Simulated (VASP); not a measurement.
Set up this calculation in VASP 6.6.1, as the native input.

```yaml
Task: single point
Functional: PBE
Potentials_or_basis: VASP PAW PBE potentials, release 64 (Hg)
Cutoff: 520 eV
k_mesh: 3 × 3 × 3
Occupations: gaussian, width 0.1 eV
Spin: no spin polarisation
Dipole_correction: no
Further_INCAR_settings: ALGO = Fast; EDIFF = 1e-06; NBANDS = 84
```

The structure of Hg lies in POSCAR:

```
Hg
1.0
    4.0928483108      2.3630070740      6.9799523578
   -4.0928483108      2.3630070740      6.9799523578
    0.0000000000     -4.7260141479      6.9799523578
Hg
12
Direct
    0.0101900000      0.6536100000      0.0101900000
    0.0101900000      0.0101900000      0.6536100000
    0.6536100000      0.0101900000      0.0101900000
    0.9898100000      0.3463900000      0.9898100000
    0.3463900000      0.9898100000      0.9898100000
    0.9898100000      0.9898100000      0.3463900000
    0.2211800000      0.6306000000      0.2211800000
    0.2211800000      0.2211800000      0.6306000000
    0.6306000000      0.2211800000      0.2211800000
    0.7788200000      0.3694000000      0.7788200000
    0.3694000000      0.7788200000      0.7788200000
    0.7788200000      0.7788200000      0.3694000000
```

The input as run:

INCAR

```
  PREC = Accurate
  ENCUT = 520
  EDIFF = 1E-6
  ISMEAR = 0
  SIGMA = 0.1
  LREAL = False
  LASPH = True
  NELM = 80
  ALGO = Fast
  ISIF = 2
  LWAVE = False
  LCHARG = False
  GGA = PE
  NBANDS = 84
```

KPOINTS

```
Automatic mesh
0
Gamma
  3 3 3
```

Potentials or basis: VASP PAW PBE potentials, release 64 (Hg).

The run is started by

```bash
$ cat potpaw_PBE.64/Hg/POTCAR > POTCAR
$ mpirun -np 1 vasp_std > vasp.out
```

It gave:

The pressure is 3.7 GPa. The largest force is 1.025 eV/Å. The band gap on the k mesh is zero (bands 72 and 73 overlap by 0.62 eV).

Caveat: the cell stands under pressure; spin-orbit coupling is left out, which moves the levels of the heavy elements; forces of over 1 eV/Å act on the atoms, so gaps and moduli don't describe the material at rest.

Wall time 2.3 min on 1 thread of Intel(R) Xeon(R) 6975P-C (Granite Rapids) (shared host), peak memory 0.6 GiB.
